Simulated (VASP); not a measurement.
Set up this calculation in VASP 6.6.1, as the native input.

```
Task                   : single point
Functional             : LDA
Potentials or basis    : VASP PAW LDA potentials, release 64 (Ru_pv)
Cutoff                 : 520 eV
k mesh                 : 16 × 16 × 16
Occupations            : fermi-dirac, width 0.1 eV
Spin                   : no spin polarisation
Dipole correction      : no
Further INCAR settings : ALGO = Normal; EDIFF = 1e-06; NBANDS = 13
```

The structure of Ru lies in POSCAR:

```
Ru
1.0
    0.0000000000      1.8983558704      1.8983558704
    1.8983558704      0.0000000000      1.8983558704
    1.8983558704      1.8983558704      0.0000000000
Ru
1
Direct
    0.0000000000      0.0000000000      0.0000000000
```

This cell differs from its parent crystal: volume scaled by 1.04.

These files were run (other wordings do the same):

INCAR

```
SYSTEM = Ru
PREC     = Accurate       ! precision mode
ENCUT    = 520            ! plane-wave cutoff, eV
EDIFF    = 1E-6           ! SCF threshold, eV
ISMEAR   = -1             ! smearing method
SIGMA    = 0.1            ! smearing width, eV
LREAL    = .False.        ! projectors in reciprocal space
LASPH    = .True.         ! aspherical terms in the spheres
NELM     = 100            ! most SCF steps
ALGO     = Normal         ! electronic algorithm
ISIF     = 2              ! what is computed and relaxed
LWAVE    = .False.        ! write WAVECAR
LCHARG   = .True.         ! write CHGCAR
GGA      = CA             ! functional
LELF     = .True.         ! ELF
LVHAR    = .True.       
NBANDS   = 13             ! bands
```

KPOINTS

```
regular mesh
0
Gamma
  16 16 16
  0 0 0
```

Potentials or basis: VASP PAW LDA potentials, release 64 (Ru_pv).

Command:

```bash
$ cat potpaw_LDA.64/Ru_pv/POTCAR > POTCAR
$ mpirun -np 1 vasp_std > vasp.out
```

It gave:

The pressure is -12.1 GPa. The band gap on the k mesh is zero (band 7 reaches 14.71 eV, above the bottom of band 8 at 11.13 eV).

It took 17 s on 1 thread of Intel(R) Xeon(R) 6975P-C (Granite Rapids) (shared host), peak memory 0.13 GiB.
